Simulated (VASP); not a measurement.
# ZrSi4Ru (P6/mmm) in VASP: a series of runs

The runs below take ZrSi4Ru through single point, with PBE.

Program: VASP 6.6.1. These are calculated values, not measurements. Logs are shortened: lines on timing, memory, paths and dates and some standing lists are left out, and cuts for length are marked.

### Step 1. The cell of the first run

The structure is hexagonal, space group P6/mmm (No. 191). Conventional cell: a = 4.151 Å, b = 4.151 Å, c = 5.994 Å, α = 90.00°, β = 90.00°, γ = 120.00°. Zr (site symmetry 6/mmm) has 12 Si at 2.97 Å and 2 Ru at 3.00 Å within 3.9 Å. Within 3.2 Å of Si (site symmetry 3m) lie 4 Si at 2.40 to 2.50 Å and 3 Ru at 2.70 Å and 3 Zr at 2.97 Å. Ru (site symmetry 6/mmm) has 12 Si at 2.70 Å and 2 Zr at 3.00 Å within 3.6 Å.

The cell was built from a structure type or drawn by symmetry, and may not be a known phase.

### Step 2. Single point, PBE

Contents of INCAR:

```
  ALGO = Normal
  EDIFF = 1E-6
  ENCUT = 500
  GGA = PE
  GGA_COMPAT = False
  ISIF = 2
  ISMEAR = 0
  LASPH = True
  LCHARG = False
  LREAL = False
  LWAVE = False
  NBANDS = 30
  NELM = 120
  PREC = Accurate
  SIGMA = 0.1
```

Contents of KPOINTS:

```
k-points
0
Gamma
  6 6 4
```

Contents of POSCAR:

```
ZrSi4Ru
1.0
    4.1510967307      0.0000000000      0.0000000000
   -2.0755483653      3.5949552223      0.0000000000
    0.0000000000      0.0000000000      5.9935208917
Zr Si Ru
1 4 1
Direct
    0.0000000000      0.0000000000      0.0000000000
    0.3333333333      0.6666666667      0.2915043244
    0.3333333333      0.6666666667      0.7084956756
    0.6666666667      0.3333333333      0.7084956756
    0.6666666667      0.3333333333      0.2915043244
    0.0000000000      0.0000000000      0.5000000000
```

Potentials or basis: VASP PAW PBE potentials, release 64 (Zr_sv, Si, Ru_pv).

Command:

```sh
$ cat potpaw_PBE.64/Zr_sv/POTCAR potpaw_PBE.64/Si/POTCAR potpaw_PBE.64/Ru_pv/POTCAR > POTCAR
$ mpirun -np 1 vasp_std > vasp.out
```

OUTCAR:

```text
EDIFF = 1E-6
   ENCUT = 500
   GGA = PE
   ISIF = 2
   ISMEAR = 0
   LASPH = True
   LREAL = False
   NELM = 120
   PREC = Accurate

 ion  position               nearest neighbor table
   1  0.000  0.000  0.000-   2 2.97   3 2.97   4 2.97   5 2.97   2 2.97   3 2.97   4 2.97   5 2.97
                             4 2.97   5 2.97   2 2.97   3 2.97   6 3.00   6 3.00
   2  0.333  0.667  0.292-   5 2.40   5 2.40   5 2.40   3 2.50   6 2.70   6 2.70   6 2.70   1 2.97
                             1 2.97   1 2.97
   3  0.333  0.667  0.708-   4 2.40   4 2.40   4 2.40   2 2.50   6 2.70   6 2.70   6 2.70   1 2.97
                             1 2.97   1 2.97
   4  0.667  0.333  0.708-   3 2.40   3 2.40   3 2.40   5 2.50   6 2.70   6 2.70   6 2.70   1 2.97
                             1 2.97   1 2.97
   5  0.667  0.333  0.292-   2 2.40   2 2.40   2 2.40   4 2.50   6 2.70   6 2.70   6 2.70   1 2.97
                             1 2.97   1 2.97
   6  0.000  0.000  0.500-   2 2.70   3 2.70   4 2.70   5 2.70   2 2.70   3 2.70   4 2.70   5 2.70
                             4 2.70   5 2.70   2 2.70   3 2.70   1 3.00   1 3.00

  LATTYP: Found a hexagonal cell.
 ALAT       =     4.1510967307
 C/A-ratio  =     1.4438403344

  Lattice vectors:

 A1 = (   4.1510967307,   0.0000000000,   0.0000000000)
 A2 = (  -2.0755483653,   3.5949552223,   0.0000000000)
 A3 = (   0.0000000000,   0.0000000000,   5.9935208917)

Analysis of symmetry for initial positions (statically):
=====================================================================
 Subroutine PRICEL returns:
 Original cell was already a primitive cell.

 Routine SETGRP: Setting up the symmetry group for a
 hexagonal supercell.

 Subroutine GETGRP returns: Found 24 space group operations
 (whereof 24 operations were pure point group operations)
 out of a pool of 24 trial point group operations.

The static configuration has the point symmetry D_6h.

Analysis of symmetry for dynamics (positions and initial velocities):
=====================================================================
 Subroutine PRICEL returns:
 Original cell was already a primitive cell.

 Routine SETGRP: Setting up the symmetry group for a
 hexagonal supercell.

 Subroutine GETGRP returns: Found 24 space group operations
 (whereof 24 operations were pure point group operations)
 out of a pool of 24 trial point group operations.

The dynamic configuration has the point symmetry D_6h.

 Subroutine INISYM returns: Found 24 space group operations
 (whereof 24 operations are pure point group operations),
 and found     1 'primitive' translations

----------------------------------------------------------------------------------------

                                     Primitive cell

  volume of cell :      89.4414

  direct lattice vectors                    reciprocal lattice vectors
     4.151096731  0.000000000  0.000000000     0.240900192  0.139083791  0.000000000
    -2.075548365  3.594955222  0.000000000     0.000000000  0.278167582  0.000000000
     0.000000000  0.000000000  5.993520892     0.000000000  0.000000000  0.166846836

  length of vectors
     4.151096731  4.151096731  5.993520892     0.278167582  0.278167582  0.166846836

  position of ions in fractional coordinates (direct lattice)
     0.000000000  0.000000000  0.000000000
     0.333333333  0.666666667  0.291504324
     0.333333333  0.666666667  0.708495676
     0.666666667  0.333333333  0.708495676
     0.666666667  0.333333333  0.291504324
     0.000000000  0.000000000  0.500000000

  ion indices of the primitive-cell ions
   primitive index   ion index
                 1           1
                 2           2
                 3           3
                 4           4
                 5           5
                 6           6

----------------------------------------------------------------------------------------

 KPOINTS: k-points

Automatic generation of k-mesh.
 Grid dimensions read from file:
 generate k-points for:    6    6    4

 Generating k-lattice:

  Cartesian coordinates                     Fractional coordinates (reciprocal lattice)
     0.040150032  0.023180632  0.000000000     0.166666667  0.000000000  0.000000000
     0.000000000  0.046361264  0.000000000     0.000000000  0.166666667  0.000000000
     0.000000000  0.000000000  0.041711709     0.000000000  0.000000000  0.250000000

  Length of vectors
     0.046361264  0.046361264  0.041711709

  Shift w.r.t. Gamma in fractional coordinates (k-lattice)
     0.000000000  0.000000000  0.000000000

 Subroutine IBZKPT returns following result:
 ===========================================

 Found     21 irreducible k-points:

 Following reciprocal coordinates:
            Coordinates               Weight
  0.000000  0.000000  0.000000      1.000000
  0.166667  0.000000  0.000000      6.000000
  0.333333 -0.000000  0.000000      6.000000
  0.500000  0.000000  0.000000      3.000000
  0.166667  0.166667  0.000000      6.000000
  0.333333  0.166667  0.000000     12.000000
[... 13 lines left out ...]
  0.333333  0.166667  0.500000     12.000000
  0.333333  0.333333  0.500000      2.000000
   k-points           NKPTS =     21   k-points in BZ     NKDIM =     21   number of bands    NBANDS=     30
   number of dos      NEDOS =    301   number of ions     NIONS =      6
   total plane-waves  NPLWV =  43200
   dimension x,y,z NGX =    30 NGY =   30 NGZ =   48
   dimension x,y,z NGXF=    60 NGYF=   60 NGZF=   96
   ions per type =               1   4   1
   NGX,Y,Z   is equivalent  to a cutoff of  12.01, 12.01, 13.31 a.u.
   NGXF,Y,Z  is equivalent  to a cutoff of  24.03, 24.03, 26.63 a.u.
 SYSTEM =  unknown system
   PREC   = accura    normal or accurate (medium, high low for compatibility)
   ISTART =      0    job   : 0-new  1-cont  2-samecut
   ICHARG =      2    charge: 1-file 2-atom 10-const
   ISPIN  =      1    spin polarized calculation?
   LNONCOLLINEAR =      F non collinear calculations
   LSORBIT =      F    spin-orbit coupling
   LASPH  =      T    aspherical Exc in radial PAW
   ENCUT  =  500.0 eV  36.75 Ry    6.06 a.u.   7.57  7.57 10.93*2*pi/ulx,y,z
   NELM   =    120;   NELMIN=  2; NELMDL= -5     # of ELM steps
   EDIFF  = 0.1E-05   stopping-criterion for ELM
   LREAL  =      F    real-space projection
[... 7 lines left out ...]
   TEBEG  =    0.0;   TEEND  =   0.0 temperature during run
   PSTRESS=    0.0 pullay stress
   NELECT =      42.0000    total number of electrons
   NUPDOWN=      -1.0000    fix difference up-down
   EMIN   =  10.00;   EMAX   =-10.00  energy-range for DOS
   EFERMI =   0.00;   METHOD = LEGACY
   ISMEAR =     0;   SIGMA  =   0.10  broadening in eV -4-tet -1-fermi 0-gaus
   EFERMI_NEDOS =   21; number of points for ismear=-14 and -15
   IALGO  =     38    algorithm
   IMIX   =      4    mixing-type and parameters
     AMIX     =   0.40;   BMIX     =  1.00
     AMIX_MAG =   1.60;   BMIX_MAG =  1.00
  volume/ion in A,a.u.               =      14.91       100.60
  Fermi-wavevector in a.u.,A,eV,Ry     =   1.272463  2.404606 22.030035  1.619162
  Thomas-Fermi vector in A             =   2.405340
   LORBIT       =      0    0 simple, 1 ext, 2 COOP (PROOUT), +10 PAW based schemes
   GGA     = PE    functional components
   LHFCALC =     F    Hartree Fock is set to
   AEXX    =    0.0000 exact exchange contribution
   IVDW    =     0    specifies the selected vdW correction
   LEPSILON=     F    determine dielectric tensor
   LRPA    =     F    only Hartree local field effects (RPA)
 non-spin polarized calculation
 Gauss-broadening in eV      SIGMA  =   0.10
  energy-cutoff  :      500.00
  volume of cell :       89.44
 maximum number of plane-waves:      2285
   NGX = 15   NGY = 15   NGZ = 21

 number of electron      42.0000003 magnetization

 Free energy of the ion-electron system (eV)
  ---------------------------------------------------
  ext. energy  EPLUGINS =         0.00000000
  ---------------------------------------------------
  free energy    TOTEN  =       -40.44553501 eV

  energy without entropy =      -40.43915933  energy(sigma->0) =      -40.44234717

 E-fermi :  11.3456     XC(G=0): -11.8000

 val. band max:       11.2069361475   @ k =   0.1667   0.0000   0.2500
 cond. band min:      11.3858589575   @ k =   0.3333   0.3333   0.2500
 fundamental gap:      0.1789228099
 Fermi energy:        11.3455905519

 k-point     1 :       0.0000    0.0000    0.0000
  band No.  band energies     occupation
      1     -38.5383      2.00000
      2     -31.5284      2.00000
      3     -31.5284      2.00000
      4     -31.3189      2.00000
      5     -16.5883      2.00000
      6     -16.5598      2.00000
[... 22 lines left out ...]
     29      13.7823      0.00000
     30      13.9531      0.00000

 k-point     2 :       0.1667    0.0000    0.0000
  band No.  band energies     occupation
      1     -38.5375      2.00000
      2     -31.5305      2.00000
      3     -31.5289      2.00000
      4     -31.3186      2.00000
      5     -16.5848      2.00000
      6     -16.5773      2.00000
[... 22 lines left out ...]
     29      14.4813      0.00000
     30      14.4957      0.00000

 k-point     3 :       0.3333   -0.0000    0.0000
  band No.  band energies     occupation
      1     -38.5359      2.00000
      2     -31.5349      2.00000
      3     -31.5300      2.00000
      4     -31.3180      2.00000
      5     -16.6120      2.00000
      6     -16.5777      2.00000
[... 22 lines left out ...]
     29      15.3262      0.00000
     30      15.7929      0.00000

 k-point     4 :       0.5000    0.0000    0.0000
  band No.  band energies     occupation
      1     -38.5351      2.00000
      2     -31.5370      2.00000
      3     -31.5305      2.00000
      4     -31.3177      2.00000
      5     -16.6292      2.00000
      6     -16.5762      2.00000
[... 22 lines left out ...]
     29      15.3803      0.00000
     30      16.4732      0.00000

 k-point     5 :       0.1667    0.1667    0.0000
  band No.  band energies     occupation
      1     -38.5363      2.00000
      2     -31.5334      2.00000
      3     -31.5301      2.00000
      4     -31.3182      2.00000
      5     -16.6001      2.00000
      6     -16.5795      2.00000
[... 22 lines left out ...]
     29      15.5109      0.00000
     30      15.5508      0.00000
[... 427 lines left out ...]
     29      16.4468      0.00000
     30      16.9742      0.00000

 k-point    19 :       0.1667    0.1667    0.5000
  band No.  band energies     occupation
      1     -38.5367      2.00000
      2     -31.5334      2.00000
      3     -31.5301      2.00000
      4     -31.3162      2.00000
      5     -16.6003      2.00000
      6     -16.5905      2.00000
[... 22 lines left out ...]
     29      13.9775      0.00000
     30      14.9512      0.00000

 k-point    20 :       0.3333    0.1667    0.5000
  band No.  band energies     occupation
      1     -38.5355      2.00000
      2     -31.5359      2.00000
      3     -31.5316      2.00000
      4     -31.3158      2.00000
      5     -16.6205      2.00000
      6     -16.5854      2.00000
[... 22 lines left out ...]
     29      15.1306      0.00000
     30      16.1529      0.00000

 k-point    21 :       0.3333    0.3333    0.5000
  band No.  band energies     occupation
      1     -38.5351      2.00000
      2     -31.5345      2.00000
      3     -31.5345      2.00000
      4     -31.3156      2.00000
      5     -16.6083      2.00000
      6     -16.6083      2.00000
[... 22 lines left out ...]
     29      15.1035      0.00000
     30      15.8075      0.00000

------------------------ aborting loop because EDIFF is reached ----------------------------------------

  FORCE on cell =-STRESS in cart. coord.  units (eV):
  Direction    XX          YY          ZZ          XY          YZ          ZX
  --------------------------------------------------------------------------------------
  -------------------------------------------------------------------------------------
  Total        0.0066273      0.0066273      0.1638763      0.0000000      0.0000000      0.0000000
  in kB        0.1187161      0.1187161      2.9355416      0.0000000      0.0000000      0.0000000
  external PRESSURE =       1.0576579 kB  Pullay stress =       0.0000000 kB

 VOLUME and BASIS-vectors are now :
 -----------------------------------------------------------------------------
  energy-cutoff  :      500.00
  volume of cell :       89.44
      direct lattice vectors                 reciprocal lattice vectors
     4.151096731  0.000000000  0.000000000     0.240900192  0.139083791  0.000000000
    -2.075548365  3.594955222  0.000000000     0.000000000  0.278167582  0.000000000
     0.000000000  0.000000000  5.993520892     0.000000000  0.000000000  0.166846836

 POSITION                                       TOTAL-FORCE (eV/Angst)
 -----------------------------------------------------------------------------------
      0.00000      0.00000      0.00000        -0.000000     -0.000000      0.000000
     -0.00000      2.39664      1.74714         0.000000     -0.000000      0.023515
     -0.00000      2.39664      4.24638         0.000000     -0.000000     -0.023515
      2.07555      1.19832      4.24638         0.000000      0.000000     -0.023515
      2.07555      1.19832      1.74714        -0.000000      0.000000      0.023515
      0.00000      0.00000      2.99676        -0.000000     -0.000000      0.000000
 -----------------------------------------------------------------------------------
    total drift:                                0.000000     -0.000000      0.000000

  FREE ENERGIE OF THE ION-ELECTRON SYSTEM (eV)
  ---------------------------------------------------
  free  energy   TOTEN  =       -40.4455350066 eV

  energy  without entropy=      -40.4391593279  energy(sigma->0) =      -40.44234717
```

Run time: 75 s. Hardware: 1 thread of Intel Xeon 8259CL, shared host; peak memory 0.22 GiB.

What came out:

```
Free energy            : -40.4455 eV
Pressure               : 0.1 GPa
Largest force          : 0.024 eV/Å
Band gap on the k mesh : zero (bands 21 and 22 overlap by 1.05 eV)
```

Forces on the atoms (eV/Å):
```
Zr   0.000  0.000  0.000
Si   0.000  0.000  0.024
Si   0.000  0.000 -0.024
Si   0.000  0.000 -0.024
Si   0.000  0.000  0.024
Ru   0.000  0.000  0.000
```

### Step 3. Single point, PBE

Contents of INCAR:

```
  PREC = Accurate
  ENCUT = 500
  EDIFF = 1E-6
  ISMEAR = 0
  SIGMA = 0.1
  LREAL = F
  LASPH = T
  NELM = 120
  ALGO = Normal
  ISIF = 2
  LWAVE = F
  LCHARG = F
  GGA = PE
  NBANDS = 30
  GGA_COMPAT = F
```

Contents of KPOINTS:

```
regular mesh
0
Gamma
  12 12 6
```

Contents of POSCAR:

```
ZrSi4Ru
1.0
    4.1661126181      0.0000000000      0.0000000000
   -2.0830563090      3.6079593623      0.0000000000
    0.0000000000      0.0000000000      5.9511903128
Zr Si Ru
1 4 1
Direct
    0.0000000000      0.0000000000      0.0000000000
    0.3333333333      0.6666666667      0.2909350654
    0.3333333333      0.6666666667      0.7090649346
    0.6666666667      0.3333333333      0.7090649346
    0.6666666667      0.3333333333      0.2909350654
    0.0000000000      0.0000000000      0.5000000000
```

Potentials or basis: VASP PAW PBE potentials, release 64 (Zr_sv, Si, Ru_pv).

Command:

```sh
$ cat potpaw_PBE.64/Zr_sv/POTCAR potpaw_PBE.64/Si/POTCAR potpaw_PBE.64/Ru_pv/POTCAR > POTCAR
$ mpirun -np 1 vasp_std > vasp.out
```

It took 5 min on 1 thread of Intel Xeon 8259CL, shared host; peak memory 0.32 GiB.

The run converged. Its results:

- Free energy: -40.4187 eV
- Pressure: -0.1 GPa
- Largest force: 0.006 eV/Å
- Band gap on the k mesh: zero (bands 21 and 22 overlap by 1.39 eV)

Forces in eV/Å, atoms in the order of the input:
```
Zr   0.000  0.000  0.000
Si   0.000  0.000  0.006
Si   0.000  0.000 -0.006
Si   0.000  0.000 -0.006
Si   0.000  0.000  0.006
Ru   0.000  0.000  0.000
```

Levels at points of the mesh, in eV from the Fermi level:
```csv
k point,band 18,band 19,band 20,band 21,band 22,band 23,band 24,band 25
"(0.00, 0.00, 0.00)",-2.01,-1.68,-1.68,-0.53,-0.53,0.67,0.67,0.75
"(0.50, 0.00, 0.00)",-2.51,-1.25,-0.09,0.16,0.90,1.01,1.71,1.94
"(0.00, 0.00, 0.50)",-3.38,-2.17,-2.17,-1.28,-0.73,0.56,0.56,1.63
"(0.50, 0.00, 0.50)",-2.57,-2.37,-0.68,-0.11,0.58,0.65,0.86,1.31
```
